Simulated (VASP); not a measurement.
# GaN (F-43m) in VASP: single point with r2SCAN

Aim: the single point of GaN with r2SCAN.

All numbers are computed with VASP 6.6.1; they aren't measurements. Logs are shortened: lines on timing, memory, paths and dates and some standing lists are left out, and cuts for length are marked.

## 1. The cell of the first run

The structure is cubic, space group F-43m (No. 216). The conventional cell has a = 4.482 Å, b = 4.482 Å, c = 4.482 Å, α = 90.00°, β = 90.00°, γ = 90.00°. Within 2.6 Å of Ga (site symmetry -43m) lie 4 N at 1.94 Å. Within 2.6 Å of N (site symmetry -43m) lie 4 Ga at 1.94 Å.

## 2. Single point, r2SCAN (strained)

Contents of POSCAR:

```
GaN
1.0
    0.0000000000      2.2408584691      2.2408584691
    2.2408584691      0.0000000000      2.2408584691
    2.2408584691      2.2408584691      0.0000000000
Ga N
1 1
Direct
    0.0000000000      0.0000000000      0.0000000000
    0.7500000000      0.7500000000      0.7500000000
```

Contents of INCAR.step1:

```
SYSTEM = GaN
PREC = Accurate ; ENCUT = 1460
ISMEAR = 0 ; SIGMA = 0.02
LREAL = .FALSE. ; LASPH = .TRUE.
NELM = 120 ; NBANDS = 16
GGA = PE ; ALGO = Normal
EDIFF = 1E-5 ; LWAVE = .TRUE.
LCHARG = .FALSE. ; GGA_COMPAT = .FALSE.
```

Contents of INCAR.step2:

```
SYSTEM = GaN
PREC = Accurate ; ENCUT = 1460
EDIFF = 1E-6 ; ISMEAR = 0
SIGMA = 0.02 ; LREAL = .FALSE.
LASPH = .TRUE. ; NELM = 120
ALGO = Normal ; ISIF = 2
LWAVE = .FALSE. ; LCHARG = .FALSE.
METAGGA = R2SCAN ; LMIXTAU = .TRUE.
NBANDS = 16 ; ISTART = 1
GGA_COMPAT = .FALSE.
```

Contents of KPOINTS:

```
Automatic mesh
0
G
  10 10 10
  0 0 0
```

Potentials or basis: VASP PAW PBE potentials, release 64 (Ga_d, N_h).

On the command line:

```console
> cat potpaw_PBE.64/Ga_d/POTCAR potpaw_PBE.64/N_h/POTCAR > POTCAR
> cp INCAR.step1 INCAR
> mpirun -np 1 vasp_std > vasp.out
> cp INCAR.step2 INCAR
> mpirun -np 1 vasp_std > vasp.out
```

OUTCAR:

```text
SYSTEM = GaN
   PREC = Accurate
   ENCUT = 1460
   EDIFF = 1E-6
   ISMEAR = 0
   LREAL = .FALSE.
   LASPH = .TRUE.
   NELM = 120
   ISIF = 2
   METAGGA = R2SCAN
   ISTART = 1

 ion  position               nearest neighbor table
   1  0.000  0.000  0.000-   2 1.94   2 1.94   2 1.94   2 1.94
   2  0.750  0.750  0.750-   1 1.94   1 1.94   1 1.94   1 1.94

  LATTYP: Found a face centered cubic cell.
 ALAT       =     4.4817169382

  Lattice vectors:

 A1 = (   0.0000000000,   2.2408584691,   2.2408584691)
 A2 = (   2.2408584691,   0.0000000000,   2.2408584691)
 A3 = (   2.2408584691,   2.2408584691,   0.0000000000)

Analysis of symmetry for initial positions (statically):
=====================================================================
 Subroutine PRICEL returns:
 Original cell was already a primitive cell.

 Routine SETGRP: Setting up the symmetry group for a
 face centered cubic supercell.

 Subroutine GETGRP returns: Found 24 space group operations
 (whereof 24 operations were pure point group operations)
 out of a pool of 48 trial point group operations.

The static configuration has the point symmetry T_d .

Analysis of symmetry for dynamics (positions and initial velocities):
=====================================================================
 Subroutine PRICEL returns:
 Original cell was already a primitive cell.

 Routine SETGRP: Setting up the symmetry group for a
 face centered cubic supercell.

 Subroutine GETGRP returns: Found 24 space group operations
 (whereof 24 operations were pure point group operations)
 out of a pool of 48 trial point group operations.

The dynamic configuration has the point symmetry T_d .

 Subroutine INISYM returns: Found 24 space group operations
 (whereof 24 operations are pure point group operations),
 and found     1 'primitive' translations

----------------------------------------------------------------------------------------

                                     Primitive cell

  volume of cell :      22.5047

  direct lattice vectors                    reciprocal lattice vectors
     0.000000000  2.240858469  2.240858469    -0.223128773  0.223128773  0.223128773
     2.240858469  0.000000000  2.240858469     0.223128773 -0.223128773  0.223128773
     2.240858469  2.240858469  0.000000000     0.223128773  0.223128773 -0.223128773

  length of vectors
     3.169052438  3.169052438  3.169052438     0.386470371  0.386470371  0.386470371
[... 80 lines left out ...]
   NELM   =    120;   NELMIN=  2; NELMDL=  0     # of ELM steps
   EDIFF  = 0.1E-05   stopping-criterion for ELM
   LREAL  =      F    real-space projection
   EDIFFG = 0.1E-04   stopping-criterion for IOM
   NSW    =      0    number of steps for IOM
   IBRION =     -1    ionic relax: 0-MD 1-quasi-New 2-CG
   NFREE  =      0    steps in history (QN), initial steepest desc. (CG)
   ISIF   =      2    stress and relaxation
   ISYM   =      2    0-nonsym 1-usesym 2-fastsym
   POTIM  = 0.5000    time-step for ionic-motion
   TEBEG  =    0.0;   TEEND  =   0.0 temperature during run
   PSTRESS=    0.0 pullay stress
   NELECT =      18.0000    total number of electrons
   NUPDOWN=      -1.0000    fix difference up-down
   EMIN   =  10.00;   EMAX   =-10.00  energy-range for DOS
   EFERMI =   0.00;   METHOD = LEGACY
   ISMEAR =     0;   SIGMA  =   0.02  broadening in eV -4-tet -1-fermi 0-gaus
   EFERMI_NEDOS =   21; number of points for ismear=-14 and -15
   IALGO  =     38    algorithm
   IMIX   =      4    mixing-type and parameters
     AMIX     =   0.40;   BMIX     =  1.00
     AMIX_MAG =   1.60;   BMIX_MAG =  1.00
  volume/ion in A,a.u.               =      11.25        75.93
  Fermi-wavevector in a.u.,A,eV,Ry     =   1.519642  2.871707 31.420088  2.309311
  Thomas-Fermi vector in A             =   2.628600
   LORBIT       =      0    0 simple, 1 ext, 2 COOP (PROOUT), +10 PAW based schemes
   METAGGA = R2SCAN    functional components
   LHFCALC =     F    Hartree Fock is set to
   AEXX    =    0.0000 exact exchange contribution
   IVDW    =     0    specifies the selected vdW correction
   LEPSILON=     F    determine dielectric tensor
   LRPA    =     F    only Hartree local field effects (RPA)
 non-spin polarized calculation
 Gauss-broadening in eV      SIGMA  =   0.02
  energy-cutoff  :     1460.00
  volume of cell :       22.50
 maximum number of plane-waves:      2884
   NGX = 19   NGY = 19   NGZ = 19

 number of electron      18.0000000 magnetization

 Free energy of the ion-electron system (eV)
  ---------------------------------------------------
  ext. energy  EPLUGINS =         0.00000000
  ---------------------------------------------------
  free energy    TOTEN  =       -21.89681151 eV

  energy without entropy =      -21.89681151  energy(sigma->0) =      -21.89681151

 E-fermi :   5.6481     XC(G=0): -12.7257

 val. band max:        5.5009127514   @ k =   0.0000   0.0000   0.0000
 cond. band min:       7.7321990331   @ k =   0.0000   0.0000   0.0000
 fundamental gap:      2.2312862817
 Fermi energy:         5.6480831921

 k-point     1 :       0.0000    0.0000    0.0000
  band No.  band energies     occupation
      1     -11.3771      2.00000
      2      -8.3430      2.00000
      3      -8.3430      2.00000
      4      -8.3430      2.00000
      5      -7.9734      2.00000
      6      -7.9734      2.00000
[... 433 lines left out ...]
      3      -8.0957      2.00000
      4      -8.0926      2.00000
      5      -7.9088      2.00000
      6      -7.1657      2.00000
[... 8 lines left out ...]
     15      28.9945      0.00000
     16      29.1466      0.00000

 [... further k-points ...]

------------------------ aborting loop because EDIFF is reached ----------------------------------------

  FORCE on cell =-STRESS in cart. coord.  units (eV):
  Direction    XX          YY          ZZ          XY          YZ          ZX
  --------------------------------------------------------------------------------------
  -------------------------------------------------------------------------------------
  Total        0.4673573      0.4673573      0.4673573     -0.0000000     -0.0000000     -0.0000000
  in kB       33.2725717     33.2725717     33.2725717     -0.0000000     -0.0000000     -0.0000000
  external PRESSURE =      33.2725717 kB  Pullay stress =       0.0000000 kB

 VOLUME and BASIS-vectors are now :
 -----------------------------------------------------------------------------
  energy-cutoff  :     1460.00
  volume of cell :       22.50
      direct lattice vectors                 reciprocal lattice vectors
     0.000000000  2.240858469  2.240858469    -0.223128773  0.223128773  0.223128773
     2.240858469  0.000000000  2.240858469     0.223128773 -0.223128773  0.223128773
     2.240858469  2.240858469  0.000000000     0.223128773  0.223128773 -0.223128773

 POSITION                                       TOTAL-FORCE (eV/Angst)
 -----------------------------------------------------------------------------------
      0.00000      0.00000      0.00000         0.000000      0.000000      0.000000
      3.36129      3.36129      3.36129        -0.000000     -0.000000     -0.000000
 -----------------------------------------------------------------------------------
    total drift:                                0.000000      0.000000      0.000000

  FREE ENERGIE OF THE ION-ELECTRON SYSTEM (eV)
  ---------------------------------------------------
  free  energy   TOTEN  =       -21.8968115083 eV

  energy  without entropy=      -21.8968115083  energy(sigma->0) =      -21.89681151
```

OUTCAR.step1:

```text
SYSTEM = GaN
   PREC = Accurate
   ENCUT = 1460
   ISMEAR = 0
   LREAL = .FALSE.
   LASPH = .TRUE.
[... 677 lines left out ...]
      0.00000      0.00000      0.00000         0.000000     -0.000000      0.000000
      3.36129      3.36129      3.36129        -0.000000      0.000000     -0.000000
 -----------------------------------------------------------------------------------
    total drift:                                0.000000      0.000000      0.000000

  FREE ENERGIE OF THE ION-ELECTRON SYSTEM (eV)
  ---------------------------------------------------
  free  energy   TOTEN  =       -12.1363160945 eV

  energy  without entropy=      -12.1363160945  energy(sigma->0) =      -12.13631609
```

It took 4.8 min on 1 thread of AMD EPYC 7R13 (Zen 3), shared host; peak memory 0.28 GiB.

What came out:

```yaml
Free_energy: -21.8968 eV
Pressure: 3.3 GPa
Band_gap_on_the_k_mesh: 2.23 eV
```

Levels at points of the mesh, in eV from the valence-band top:
| k point | band 6 | band 7 | band 8 | band 9 | band 10 | band 11 | band 12 | band 13 |
| --- | --- | --- | --- | --- | --- | --- | --- | --- |
| (0.00, 0.00, 0.00) | -13.47 | 0.00 | 0.00 | 0.00 | 2.23 | 11.12 | 11.12 | 11.12 |
| (0.50, 0.00, 0.00) | -12.35 | -7.27 | -1.02 | -1.02 | 5.28 | 9.53 | 11.09 | 11.09 |
| (0.50, 0.50, 0.00) | -11.97 | -6.29 | -2.84 | -2.84 | 3.78 | 7.35 | 12.71 | 15.13 |

Caveat: the cell differs from its parent crystal (strained); the cell stands under pressure; the PAW data sets were made with another functional, which shifts forces and pressure a little.
